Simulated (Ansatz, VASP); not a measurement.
Au: VASP beside Ansatz

```
CELL_PARAMETERS angstrom
1.36718 -2.47601 0.00000
1.36718 2.47601 0.00000
0.00000 0.00000 5.21417
ATOMIC_POSITIONS crystal
Au 0.66533 0.33467 0.25000
Au 0.33467 0.66533 0.75000
```

Alike in both runs: task single point; functional LDA; k mesh 22 × 22 × 12; occupations gaussian, width 0.15 eV; no spin polarisation.

|  | VASP | Ansatz |
| --- | --- | --- |
| version | VASP 6.6.1 | Ansatz 0.2.0 |
| potentials or method | VASP PAW LDA potentials, release 64 (Au), cutoff 520 eV | scalar-relativistic, plane waves, PAW |
| valence electrons in the cell | 22 | 38 |

|  | VASP | Ansatz | Ansatz less VASP |
| --- | --- | --- | --- |
| gap on the k mesh at the Fermi level (eV) | none | none | - |
| pressure (GPa) | -6.4 | -6.8 | -0.46 |
| traceless stress, the component that is largest in VASP (GPa) | 6.03 | 5.80 | -0.232 |
| rms of the force components (eV/Å) | 0.004 | 0.004 | +0.0006 |

LDA's correlation is that of Perdew and Zunger in VASP and of Perdew and Wang (1992) in Ansatz. Atom by atom the forces differ by 0.001 eV/Å (rms over components). A gap of «none» marks a metal or a gap that the smearing closes. VASP's potentials hold 22 valence electrons a cell and Ansatz's 38, so a difference there can come from the potentials and not from the codes.

Spin-orbit coupling is off throughout.
